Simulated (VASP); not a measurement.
Runs of VASP 6.6.1 on Hg. The structure is that of space group Fm-3m (No. 225), or close to it. The cells are those of the table. 

| potentials or basis | spin | cell | cutoff (eV) | second run | pressure (GPa) | moment (μB) |
| --- | --- | --- | --- | --- | --- | --- |
| VASP PAW PBE potentials, release 64 (Hg) | off | a = 3.540 Å, angles 60.0°, 1 atom | 500 | - | -1.3 | - |
| VASP PAW PBE potentials, release 64 (Hg) | non-collinear, zero start, SOC | a = 3.564 Å, angles 60.0°, 1 atom | 520 | - | -1.6 | 0.00 |
| VASP PAW PBE potentials, release 64 (Hg_sv_GW) | off | a = 3.564 Å, angles 60.0°, 1 atom | 500 | valence_matched | -2.0 | - |
| VASP PAW PBE potentials, release 64 (Hg_sv_GW) | non-collinear, zero start, SOC | a = 3.564 Å, angles 60.0°, 1 atom | 500 | valence_matched | (b) | 0.00 |
| VASP PAW PBE potentials, release 64 (Hg) | non-collinear, zero start, SOC | a = 3.540 Å, angles 60.0°, 1 atom | 500 | - | (a) | 0.00 |

Alike in all rows: task single point; level PBE; k mesh 4 × 4 × 4; smearing fermi-dirac 0.15 eV.

Task: Fill in the values left out.

Result: (a) -1.9; (b) -3.7.

Caveats: all runs use coarse meshes.

The runs don't all hold the same shells in valence.
